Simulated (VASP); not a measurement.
Si2W:

```
CELL_PARAMETERS angstrom
4.61685 0.00000 0.00000
-2.30843 3.99831 0.00000
0.00000 0.00000 6.65322
ATOMIC_POSITIONS crystal
W 0.50000 0.00000 0.50000
W 0.50000 0.50000 0.83333
W 0.00000 0.50000 0.16667
Si 0.32725 0.16363 0.16667
Si 0.83637 0.16363 0.83333
Si 0.16363 0.32725 0.50000
Si 0.67275 0.83637 0.16667
Si 0.16363 0.83637 0.83333
Si 0.83637 0.67275 0.50000
```

Base run:

```yaml
Program: VASP 6.6.1
Functional: BLYP
Potentials_or_basis: VASP PAW PBE potentials, release 64 (W_sv, Si)
Cutoff: 520 eV
k_mesh: 7 × 7 × 4
Occupations: fermi-dirac, width 0.05 eV
Spin: no spin polarisation
```

Its results: band gap on the k mesh 0.20 eV (least direct gap 0.64 eV); pressure 9.5 GPa; largest force 0.005 eV/Å.

Q: The run is repeated on the same cell with these changes: functional from BLYP to r2SCAN; further incar settings from ALGO = Normal; EDIFF = 1e-06; NBANDS = 43 to ALGO = Normal; EDIFF = 1e-07; NBANDS = 43. What comes out?

A: Band gap on the k mesh 0.34 eV (least direct gap 0.85 eV); pressure -4.9 GPa; largest force 0.004 eV/Å.

Caveats: the PAW data sets were made with another functional, which shifts forces and pressure a little; spin-orbit coupling is left out, which moves the levels of the heavy elements; an odd mesh through Γ misses points on the zone boundary, where band edges can lie; the cell stands under pressure (at least some runs); the cell stands under tension (at least some runs).
